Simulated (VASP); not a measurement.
Crystal: Na2HgH4.

```xyz
7
Lattice="0.0000 3.8801 3.8801 3.8801 0.0000 3.8801 3.8801 3.8801 0.0000" Properties=species:S:1:pos:R:3 pbc="T T T"
Na    5.8201    5.8201    5.8201
Na    3.8801    3.8801    3.8801
Hg    1.9400    1.9400    1.9400
H     7.2845    7.2845    7.2845
H     4.3556    4.3556    7.2845
H     4.3556    7.2845    4.3556
H     7.2845    4.3556    4.3556
```

The cell was generated, and may not be a known phase.

| Quantity | Value |
| --- | --- |
| Program | VASP 6.6.1 |
| Task | relaxation of cell and atoms |
| Functional | PBE |
| Potentials or basis | VASP PAW PBE potentials, release 64 (Na_pv, Hg, H) |
| Cutoff | 600 eV |
| k mesh | 4 × 4 × 4 |
| Occupations | gaussian, width 0.1 eV |
| Spin | no spin polarisation |

At the start: pressure -2.7 GPa; volume 16.69 Å³/atom.

**Question.** Where does the relaxation end?

**Answer.** Over 6 steps the energy falls by 69.7 meV/atom and the volume is 13.02 Å³/atom (-22.0 %); space group F-43m (No. 216, to 0.1 Å) before and after.

Step by step:
```
step  energy change (eV)  largest force (eV/Å)  pressure (GPa)  volume (Å³)
   1              0.0000                0.6519           -2.73       116.83
   2             -0.1515                0.5089           -2.60       112.08
   3             -0.4476                0.1471           -1.35        98.62
   4              0.0784                0.8077            8.45        75.02
   5             -0.4807                0.0897           -0.54        94.40
   6             -0.4879                0.0137            0.24        91.16
```

Final structure:
```xyz
7
Lattice="0.0000 3.5721 3.5721 3.5721 0.0000 3.5721 3.5721 3.5721 0.0000" Properties=species:S:1:pos:R:3 pbc="T T T"
Na    5.3581    5.3581    5.3581
Na    3.5721    3.5721    3.5721
Hg    1.7860    1.7860    1.7860
H     6.6155    6.6155    6.6155
H     4.1008    4.1008    6.6155
H     4.1008    6.6155    4.1008
H     6.6155    4.1008    4.1008
```

Caveat: the volume moved by over 15 % at a fixed basis, so the end points are rough.
